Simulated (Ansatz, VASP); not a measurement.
## Two plane-wave programs on InSe

```
In Se
1.0
     2.00000    1.15470    8.56617
    -2.00000    1.15470    8.56617
     0.00000   -2.30940    8.56617
In Se
2 2
Direct
  0.00000 0.00000 0.00000
  0.11220 0.11220 0.11220
  0.61550 0.61550 0.61550
  0.83000 0.83000 0.83000
```

Change from the starting cell: zz strain of +3 %, PAW files.

Alike in both runs: task electric field gradients; functional PBEsol; k mesh 7 × 7 × 7; occupations fermi-dirac, width 0.01 eV; no spin polarisation.

|  | VASP | Ansatz |
| --- | --- | --- |
| version | VASP 6.6.1 | Ansatz 0.2.0 |
| potentials or method | VASP PAW PBE potentials, release 64 (In_d, Se) | PAW with Ansatz's default frozen-core files, scalar-relativistic |
| plane-wave cutoff (eV) | 520 | 420 |
| valence electrons in the cell | 38 | 58 |

```csv
,VASP,Ansatz,Ansatz less VASP
gap on the k mesh at the Fermi level (eV),0.69,0.70,+0.008
pressure (GPa),-1.1,-1.1,-0.06
"traceless stress, the component that is largest in VASP (GPa)",-1.48,-1.47,+0.006
rms of the force components (eV/Å),0.135,0.135,-0.0003
size of Vzz on the site where it differs most (V/Å²),90.0,93.4,+3.37
```

VASP's potentials were made for PBE, not for PBEsol. Atom by atom the forces differ by 0.010 eV/Å (rms over components). VASP's potentials hold 38 valence electrons a cell and Ansatz's 58, so a difference there can come from the potentials and not from the codes.
